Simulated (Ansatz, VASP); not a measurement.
# BaF2 in VASP and in Ansatz

The input INCAR:

```
ALGO = Normal ; EDIFF = 1E-6
ENCUT = 600 ; GGA = PE
GGA_COMPAT = False ; ISIF = 2
ISMEAR = 0 ; LASPH = True
LCHARG = True ; LELF = True
LREAL = False ; LVHAR = True
LWAVE = False ; NBANDS = 19
NELM = 120 ; PREC = Accurate
SIGMA = 0.02
```

File KPOINTS:

```
k-points
0
Gamma
  6 6 6
```

Contents of POSCAR:

```
BaF2
1.0
    0.0000000000      3.1539237672      3.1539237672
    3.1539237672      0.0000000000      3.1539237672
    3.1539237672      3.1539237672      0.0000000000
Ba F
1 2
Direct
    0.0000000000      0.0000000000      0.0000000000
    0.2500000000      0.2500000000      0.2500000000
    0.7500000000      0.7500000000      0.7500000000
```

Input for Ansatz:

```yaml
crystal:
  lattice:
    - [0.0, 3.1539237666, 3.1539237666]
    - [3.1539237666, 0.0, 3.1539237666]
    - [3.1539237666, 3.1539237666, 0.0]
  atoms:
    - { symbol: Ba, position: [0.0, 0.0, 0.0] }
    - { symbol: F, position: [0.25, 0.25, 0.25] }
    - { symbol: F, position: [0.75, 0.75, 0.75] }
basis:
  ecutwfc: 420
kpoints:
  mp_grid: { grid: [6, 6, 6] }
hamiltonian:
  xc: pbe
scf:
  occupations: { method: gaussian, width: 0.02 }
output:
  forces: true
  stress: true
  eigenvalues: true
  write_density: true
  write_potential: true
  elf: true
  volumetric_format: npy
```

Alike in both runs: task single point; functional PBE; k mesh 6 × 6 × 6; occupations gaussian, width 0.02 eV; no spin polarisation.

|  | VASP | Ansatz |
| --- | --- | --- |
| version | VASP 6.6.1 | Ansatz 0.2.0 |
| potentials or method | VASP PAW PBE potentials, release 64 (Ba_sv, F), cutoff 600 eV | scalar-relativistic, plane waves, PAW |
| valence electrons in the cell | 24 | 24 |

```csv
,VASP,Ansatz,Ansatz less VASP
gap on the k mesh at the Fermi level (eV),6.54,6.61,+0.067
least direct gap on the mesh (eV),6.59,6.67,+0.076
pressure (GPa),-0.7,-1.5,-0.77
```

The functional is the same, so the differences come from potentials, cutoffs and numerics.

Spin-orbit coupling is off throughout.
